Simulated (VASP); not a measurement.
PbF2, 3 atoms in the cell. The structure is cubic, space group Fm-3m (No. 225). Conventional cell: a = 5.801 Å, b = 5.801 Å, c = 5.801 Å, α = 90.00°, β = 90.00°, γ = 90.00°. Within 3.3 Å of Pb (site symmetry m-3m) lie 8 F at 2.51 Å. F (site symmetry -43m) has 4 Pb at 2.51 Å and 6 F at 2.90 Å within 3.3 Å. 

| Quantity | Value |
| --- | --- |
| Program | VASP 6.6.1 |
| Task | relaxation of the atoms |
| Functional | r2SCAN |
| Potentials or basis | VASP PAW PBE potentials, release 64 (Pb_d, F) |
| Cutoff | 520 eV |
| k mesh | 8 × 8 × 8 |
| Occupations | fermi-dirac, width 0.02 eV |
| Spin | no spin polarisation |
| Dipole correction | no |
| Further INCAR settings | ALGO = Normal; EDIFF = 1e-07; IBRION = 2; EDIFFG = -0.01; NSW = 50 |

Potentials or basis: VASP PAW PBE potentials, release 64 (Pb_d, F).

Command:

```bash
$ cat potpaw_PBE.64/Pb_d/POTCAR potpaw_PBE.64/F/POTCAR > POTCAR
$ cp INCAR.step1 INCAR
$ mpirun -np 1 vasp_std > vasp.out
$ cp INCAR.step2 INCAR
$ mpirun -np 1 vasp_std > vasp.out
```

Hardware: 1 thread of Intel(R) Xeon(R) Platinum 8488C (Sapphire Rapids), on a shared host.

Q: How long does it take, and how much memory?

A: Wall time 70 s on 1 thread of Intel(R) Xeon(R) Platinum 8488C (Sapphire Rapids) (shared host), peak memory 0.19 GiB. Counts: k points 29, ion steps 1.
